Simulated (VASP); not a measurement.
MoS2, 3 atoms in the cell. Symmetry: P-6m2, No. 187, hexagonal system. The conventional cell has a = 3.219 Å, b = 3.219 Å, c = 6.613 Å, α = 90.00°, β = 90.00°, γ = 120.00°. Within 3.2 Å of Mo (site symmetry -6m2) lie 6 S at 2.43 Å. Within 3.2 Å of S (site symmetry 3m) lie 3 Mo at 2.43 Å and 1 S at 3.12 Å.  This cell differs from its parent crystal: volume 19.788 Å^3 an atom, c/a of the conventional cell 2.0542.

* Program: VASP 6.6.1
* Task: single point
* Functional: PBE
* Dispersion: D3(BJ)
* Potentials or basis: VASP PAW PBE potentials, release 64 (Mo_sv, S)
* Cutoff: 500 eV
* k mesh: 12 × 12 × 6
* Occupations: gaussian, width 0.05 eV
* Spin: no spin polarisation
* Dipole correction: no
* Further INCAR settings: ALGO = Normal; EDIFF = 1e-06; NBANDS = 20

Potentials or basis: VASP PAW PBE potentials, release 64 (Mo_sv, S).

Launch:

```bash
$ cat potpaw_PBE.64/Mo_sv/POTCAR potpaw_PBE.64/S/POTCAR > POTCAR
$ mpirun -np 1 vasp_std > vasp.out
```

Hardware: 1 thread of Intel(R) Xeon(R) Platinum 8175M CPU @ 2.50GHz (Skylake/Cascade Lake), on a shared host.

**Question.** Estimate the wall time of this run.

**Answer.** Wall time 77 s on 1 thread of Intel(R) Xeon(R) Platinum 8175M CPU @ 2.50GHz (Skylake/Cascade Lake), with other jobs on the host, peak memory 0.23 GiB. Counts: scf iterations 15, k points 76.
